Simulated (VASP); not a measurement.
Set up this calculation in VASP 6.6.1, as the native input.

- Task: relaxation of cell and atoms
- Functional: PBE
- Dispersion: D3(BJ)
- Potentials or basis: VASP PAW PBE potentials, release 64 (Ti_sv, C)
- Cutoff: 600 eV
- k mesh: 16 × 16 × 16
- Occupations: gaussian, width 0.1 eV
- Spin: no spin polarisation
- Dipole correction: no
- Further INCAR settings: ALGO = Normal; EDIFF = 1e-07; IBRION = 2; EDIFFG = -0.005; NSW = 100; ISIF = 3

The structure of TiC lies in POSCAR:

```
TiC
1.0
    0.0000000000      2.1640000000      2.1640000000
    2.1640000000      0.0000000000      2.1640000000
    2.1640000000      2.1640000000      0.0000000000
Ti C
1 1
Direct
    0.0000000000      0.0000000000      0.0000000000
    0.5000000000      0.5000000000      0.5000000000
```

These files were run (other wordings do the same):

INCAR

```
SYSTEM = TiC
PREC = Accurate ; ENCUT = 600
EDIFF = 1E-7 ; ISMEAR = 0
SIGMA = 0.1 ; LREAL = .False.
LASPH = .True. ; NELM = 80
ALGO = Normal ; ISIF = 3
LWAVE = .False. ; LCHARG = .False.
GGA = PE ; IVDW = 12
IBRION = 2 ; NSW = 100
EDIFFG = -0.005
```

KPOINTS

```
Automatic mesh
0
Gamma
  16 16 16
  0 0 0
```

Potentials or basis: VASP PAW PBE potentials, release 64 (Ti_sv, C).

The run is started by

```console
$ cat potpaw_PBE.64/Ti_sv/POTCAR potpaw_PBE.64/C/POTCAR > POTCAR
$ mpirun -np 1 vasp_std > vasp.out
```

Results of the run:

The relaxed volume is 9.88 Å³/atom. The relaxed cell is a = 3.035 Å, b = 3.035 Å, c = 3.035 Å, α = 60.00°, β = 60.00°, γ = 60.00°, the space group after relaxing (to 0.05 Å) is Fm-3m (No. 225) and the energy gained by relaxing is 5.2 meV/atom. The ionic steps are 3, the pressure after relaxing is 0.0 GPa and the band gap on the k mesh is zero (band 8 reaches 10.44 eV, above the bottom of band 9 at 9.33 eV). The dispersion energy per atom is -0.458 eV.

Caveat: pairwise dispersion overbinds metals, which lowers pressure and volume.

Wall time 46 s on 1 thread of Intel(R) Xeon(R) Platinum 8488C (Sapphire Rapids) (shared host), peak memory 0.18 GiB.
